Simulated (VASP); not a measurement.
Sb: single point with LDA

Sb:

```
CELL_PARAMETERS angstrom
0.00000 2.37124 2.37124
2.37124 0.00000 2.37124
2.37124 2.37124 0.00000
ATOMIC_POSITIONS crystal
Sb 0.00000 0.00000 0.00000
```

```yaml
Program: VASP 6.6.1
Task: single point
Functional: LDA
Potentials_or_basis: VASP PAW LDA potentials, release 64 (Sb)
Cutoff: 520 eV
k_mesh: 18 × 18 × 18
Occupations: fermi-dirac, width 0.02 eV
Spin: no spin polarisation
Dipole_correction: no
Further_INCAR_settings: ALGO = Normal; EDIFF = 1e-06; NBANDS = 8
```

| Quantity | Value |
| --- | --- |
| Pressure | -2.3 GPa |

Levels at points of the mesh, in eV from the Fermi level:
```csv
k point,band 1,band 2,band 3,band 4,band 5,band 6,band 7
"(0.00, 0.00, 0.00)",-13.06,5.25,5.25,5.25,9.75,9.75,9.75
"(0.50, 0.00, 0.00)",-9.29,-5.89,3.56,3.56,8.13,8.95,8.95
"(0.50, 0.50, 0.00)",-7.66,-5.00,0.31,0.31,4.14,4.60,16.36
```

Wall time 13 s on 1 thread of Intel(R) Xeon(R) 6975P-C (Granite Rapids), with other jobs on the host, peak memory 0.16 GiB.

Caveat: spin-orbit coupling is left out, which moves the levels of the heavy elements.
